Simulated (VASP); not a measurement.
A run of VASP 6.6.1:

File POSCAR:

```
BeTe
1.0
    0.0000000000      2.8000489781      2.8000489781
    2.8000489781      0.0000000000      2.8000489781
    2.8000489781      2.8000489781      0.0000000000
Be Te
1 1
Direct
    0.0000000000      0.0000000000      0.0000000000
    0.2500000000      0.2500000000      0.2500000000
```

The input INCAR.step1:

```
SYSTEM = BeTe
ALGO     = Normal         ! electronic algorithm
EDIFF    = 1E-5           ! SCF threshold, eV
ENCUT    = 660            ! plane-wave cutoff, eV
GGA      = PE             ! functional
GGA_COMPAT= .False.      
ISMEAR   = 0              ! smearing method
LASPH    = .True.         ! aspherical terms in the spheres
LCHARG   = .False.        ! write CHGCAR
LREAL    = .False.        ! projectors in reciprocal space
LWAVE    = .True.         ! write WAVECAR
NBANDS   = 11             ! bands
NELM     = 120            ! most SCF steps
PREC     = Accurate       ! precision mode
SIGMA    = 0.01           ! smearing width, eV
```

The input INCAR.step2:

```
SYSTEM = BeTe
ALGO     = Normal         ! electronic algorithm
EDIFF    = 1E-6           ! SCF threshold, eV
ENCUT    = 660            ! plane-wave cutoff, eV
GGA_COMPAT= .False.      
ISIF     = 2              ! what is computed and relaxed
ISMEAR   = 0              ! smearing method
ISTART   = 1            
LASPH    = .True.         ! aspherical terms in the spheres
LCHARG   = .False.        ! write CHGCAR
LMIXTAU  = .True.       
LREAL    = .False.        ! projectors in reciprocal space
LWAVE    = .False.        ! write WAVECAR
METAGGA  = R2SCAN         ! meta-GGA
NBANDS   = 11             ! bands
NELM     = 120            ! most SCF steps
PREC     = Accurate       ! precision mode
SIGMA    = 0.01           ! smearing width, eV
```

File KPOINTS:

```
k-points
0
Gamma
  6 6 6
  0 0 0
```

Potentials or basis: VASP PAW PBE potentials, release 64 (Be, Te).

Command:

```bash
$ cat potpaw_PBE.64/Be/POTCAR potpaw_PBE.64/Te/POTCAR > POTCAR
$ cp INCAR.step1 INCAR
$ mpirun -np 1 vasp_std > vasp.out
$ cp INCAR.step2 INCAR
$ mpirun -np 1 vasp_std > vasp.out
```

Hardware: 1 thread of Intel(R) Xeon(R) Platinum 8375C CPU @ 2.90GHz (Ice Lake) (shared host).

Problem. Estimate the wall time of this run.

Solution. It took 36 s on 1 thread of Intel(R) Xeon(R) Platinum 8375C CPU @ 2.90GHz (Ice Lake), on a shared host, peak memory 0.21 GiB. Counts: k points 16.
